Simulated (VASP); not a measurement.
Input of a VASP 6.6.1 run:

POSCAR

```
Na2S
1.0
    0.0000000000      3.2554324508      3.2554324508
    3.2554324508      0.0000000000      3.2554324508
    3.2554324508      3.2554324508      0.0000000000
S Na
1 2
Direct
    0.0000000000      0.0000000000      0.0000000000
    0.2500000000      0.2500000000      0.2500000000
    0.7500000000      0.7500000000      0.7500000000
```

INCAR.step1

```
PREC = Accurate
ENCUT = 400
EDIFF = 1E-5
ISMEAR = 0
SIGMA = 0.01
LREAL = False
LASPH = True
NELM = 120
ALGO = Normal
ISIF = 2
LWAVE = True
GGA = PE
NBANDS = 17
GGA_COMPAT = False
```

The input INCAR.step2:

```
PREC = Accurate
ENCUT = 400
EDIFF = 1E-6
ISMEAR = 0
SIGMA = 0.01
LREAL = False
LASPH = True
NELM = 120
ALGO = Normal
ISIF = 2
LWAVE = False
LCHARG = True
GGA = PE
LHFCALC = True
HFSCREEN = 0.2079
PRECFOCK = Normal
LELF = True
LVHAR = True
ISTART = 1
NBANDS = 17
GGA_COMPAT = False
```

File KPOINTS:

```
regular mesh
0
Gamma
  6 6 6
```

Potentials or basis: VASP PAW PBE potentials, release 64 (S, Na_pv).

Run with:

```bash
$ cat potpaw_PBE.64/S/POTCAR potpaw_PBE.64/Na_pv/POTCAR > POTCAR
$ cp INCAR.step1 INCAR
$ mpirun -np 1 vasp_std > vasp.out
$ cp INCAR.step2 INCAR
$ mpirun -np 1 vasp_std > vasp.out
```

(1) Estimate the pressure.

(2) What does it give for the band gap on the k mesh?

## Answers

(1) 0.0 GPa.

(2) 3.52 eV.

Caveat: the PAW data sets were made with another functional, which shifts forces and pressure a little.
